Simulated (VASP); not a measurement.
Wanted: the native input for a VASP 6.6.1 run.

| Property | Result |
| --- | --- |
| Task | relaxation of cell and atoms |
| Functional | LDA |
| Potentials or basis | VASP PAW LDA potentials, release 64 (Bi_d) |
| Cutoff | 600 eV |
| k mesh | 11 × 11 × 11 |
| Occupations | fermi-dirac, width 0.1 eV |
| Spin | no spin polarisation |
| Dipole correction | no |
| Further INCAR settings | ALGO = Normal; EDIFF = 1e-07; IBRION = 2; EDIFFG = -0.01; NSW = 80; ISIF = 3 |

The structure of Bi lies in POSCAR:

```
Bi
1.0
   -1.9968533131      1.9968533131      1.9968533131
    1.9968533131     -1.9968533131      1.9968533131
    1.9968533131      1.9968533131     -1.9968533131
Bi
1
Direct
    0.0000000000      0.0000000000      0.0000000000
```

These files were run (other wordings do the same):

INCAR

```
SYSTEM = Bi
ALGO = Normal
EDIFF = 1E-7
EDIFFG = -0.01
ENCUT = 600
GGA = CA
IBRION = 2
ISIF = 3
ISMEAR = -1
LASPH = .True.
LCHARG = .False.
LREAL = .False.
LWAVE = .False.
NELM = 100
NSW = 80
PREC = Accurate
SIGMA = 0.1
```

KPOINTS

```
k-points
0
Gamma
  11 11 11
  0 0 0
```

Potentials or basis: VASP PAW LDA potentials, release 64 (Bi_d).

Launch:

```bash
$ cat potpaw_LDA.64/Bi_d/POTCAR > POTCAR
$ mpirun -np 1 vasp_std > vasp.out
```

Results of the run:

* Relaxed volume: 29.48 Å³/atom
* Relaxed cell: a = 3.371 Å, b = 3.371 Å, c = 3.371 Å, α = 109.47°, β = 109.47°, γ = 109.47°
* Space group after relaxing (to 0.05 Å): Im-3m (No. 229)
* Energy gained by relaxing: 32.8 meV/atom
* Ionic steps: 3
* Pressure after relaxing: 0.0 GPa

It took 17 s on 1 thread of Intel(R) Xeon(R) 6975P-C (Granite Rapids), with other jobs on the host, peak memory 0.16 GiB.
